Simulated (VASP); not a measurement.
Input of a VASP 6.6.1 run:

INCAR

```
  ALGO = Normal
  EDIFF = 1E-6
  ENCUT = 500
  GGA = PS
  GGA_COMPAT = F
  ISIF = 2
  ISMEAR = 0
  LASPH = T
  LCHARG = F
  LREAL = F
  LWAVE = F
  NBANDS = 14
  NELM = 120
  PREC = Accurate
  SIGMA = 0.1
```

Contents of KPOINTS:

```
k-points
0
Gamma
  16 16 16
```

The input POSCAR:

```
Bi
1.0
   -1.9937390410      1.9937390410      1.9937390410
    1.9937390410     -1.9937390410      1.9937390410
    1.9937390410      1.9937390410     -1.9937390410
Bi
1
Direct
    0.0000000000      0.0000000000      0.0000000000
```

Potentials or basis: VASP PAW PBE potentials, release 64 (Bi_d).

Run with:

```bash
$ cat potpaw_PBE.64/Bi_d/POTCAR > POTCAR
$ mpirun -np 1 vasp_std > vasp.out
```

What does it give for the band gap on the k mesh?

Zero (an odd number of electrons rules out a gap without spin polarisation).

What does it give for the pressure?

-2.9 GPa.

Caveat: the PAW data sets were made with another functional, which shifts forces and pressure a little; spin-orbit coupling is left out, which moves the levels of the heavy elements.
